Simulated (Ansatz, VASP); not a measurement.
# NaH: VASP beside Ansatz

```
Na H
1.0
     3.35202    0.00000    0.00000
    -1.67601    2.90294    0.00000
     0.00000    0.00000    5.88869
Na H
2 2
Direct
  0.00000 0.00000 0.00000
  0.00000 0.00000 0.50000
  0.33333 0.66667 0.25000
  0.66667 0.33333 0.75000
```

Alike in both runs: task single point; functional r2SCAN; k mesh 9 × 9 × 4; no spin polarisation.

|  | VASP | Ansatz |
| --- | --- | --- |
| version | VASP 6.6.1 | Ansatz 0.2.0 |
| potentials or method | VASP PAW PBE potentials, release 64 (Na_pv, H) | plane waves, PAW |
| plane-wave cutoff (eV) | 520 | 500 |
| occupations | gaussian, width 0.01 eV | fixed |
| valence electrons in the cell | 16 | 20 |

```tsv
	VASP	Ansatz	Ansatz less VASP
gap on the k mesh at the Fermi level (eV)	3.98	3.96	-0.019
pressure (GPa)	-1.0	-0.7	+0.29
traceless stress, the component that is largest in VASP (GPa)	-0.03	-0.05	-0.017
```

VASP's potentials were made for PBE, not for r2SCAN. VASP's potentials hold 16 valence electrons a cell and Ansatz's 20, so a difference there can come from the potentials and not from the codes.
